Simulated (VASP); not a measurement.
Crystal: TlZnO2.

```xyz
4
Lattice="3.9600 0.0000 0.0000 0.0000 3.9600 0.0000 0.0000 0.0000 3.4101" Properties=species:S:1:pos:R:3 pbc="T T T"
Zn    0.0000    0.0000    0.0000
Tl    1.9800    1.9800    1.7051
O     1.9800    0.0000    0.0000
O     0.0000    1.9800    0.0000
```

| Property | Result |
| --- | --- |
| Program | VASP 6.6.1 |
| Task | relaxation of cell and atoms |
| Functional | PBE |
| Potentials or basis | VASP PAW PBE potentials, release 64 (Zn, Tl_d, O) |
| Cutoff | 600 eV |
| k mesh | 4 × 4 × 6 |
| Occupations | gaussian, width 0.1 eV |
| Spin | no spin polarisation |

At the start: pressure 9.0 GPa; volume 13.37 Å³/atom.

Q: How do energy, volume and symmetry change on relaxing?

A: Over 3 steps the energy falls by 27.3 meV/atom and the volume is 14.31 Å³/atom (+7.0 %); space group P4/mmm (No. 123, to 0.05 Å).

Step by step:
| step | energy change (eV) | largest force (eV/Å) | pressure (GPa) | volume (Å³) |
| --- | --- | --- | --- | --- |
| 1 | 0.0000 | 0.0000 | 8.97 | 53.48 |
| 2 | -0.0772 | 0.0000 | -3.87 | 59.47 |
| 3 | -0.1093 | 0.0000 | 0.04 | 57.22 |

Final structure:
```
CELL_PARAMETERS angstrom
4.07204 0.00000 0.00000
0.00000 4.07204 0.00000
0.00000 0.00000 3.45088
ATOMIC_POSITIONS crystal
Zn 0.00000 0.00000 0.00000
Tl 0.50000 0.50000 0.50000
O 0.50000 0.00000 0.00000
O 0.00000 0.50000 0.00000
```

Caveat: the k points lie up to 0.39 Å⁻¹ apart in the final cell; an odd number of electrons without spin polarisation forces a metal; a magnetic or distorted state may lie lower.
